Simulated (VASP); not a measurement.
TiC: single point with PBE

Crystal: TiC.

```xyz
2
Lattice="0.0000 2.1255 2.1255 2.1255 0.0000 2.1255 2.1255 2.1255 0.0000" Properties=species:S:1:pos:R:3 pbc="T T T"
Ti    0.0000    0.0000    0.0000
C     2.1255    2.1255    2.1255
```

* Program: VASP 6.6.1
* Task: single point
* Functional: PBE
* Potentials or basis: VASP PAW PBE potentials, release 64 (Ti_sv, C)
* Cutoff: 600 eV
* k mesh: 8 × 8 × 8
* Occupations: gaussian, width 0.05 eV
* Spin: no spin polarisation
* Dipole correction: no
* Further INCAR settings: ALGO = Normal; EDIFF = 1e-06; NBANDS = 15

| Item | Value |
| --- | --- |
| Pressure | 16.2 GPa |
| Band gap on the k mesh | zero (band 8 reaches 10.80 eV, above the bottom of band 9 at 9.67 eV) |

Levels at points of the mesh, in eV from the Fermi level:
| k point | band 5 | band 6 | band 7 | band 8 | band 9 | band 10 | band 11 | band 12 |
| --- | --- | --- | --- | --- | --- | --- | --- | --- |
| (0.00, 0.00, 0.00) | -12.63 | 0.73 | 0.73 | 0.73 | 1.77 | 1.77 | 1.77 | 1.86 |
| (0.50, 0.00, 0.00) | -8.88 | -6.08 | -3.06 | -3.06 | 3.17 | 3.17 | 4.45 | 8.56 |
| (0.50, 0.50, 0.00) | -10.32 | -3.44 | -1.77 | 0.04 | 0.04 | 2.94 | 3.82 | 3.82 |

Run time: 4.6 s on 1 thread of Intel(R) Xeon(R) 6975P-C (Granite Rapids), with other jobs on the host, peak memory 0.14 GiB.
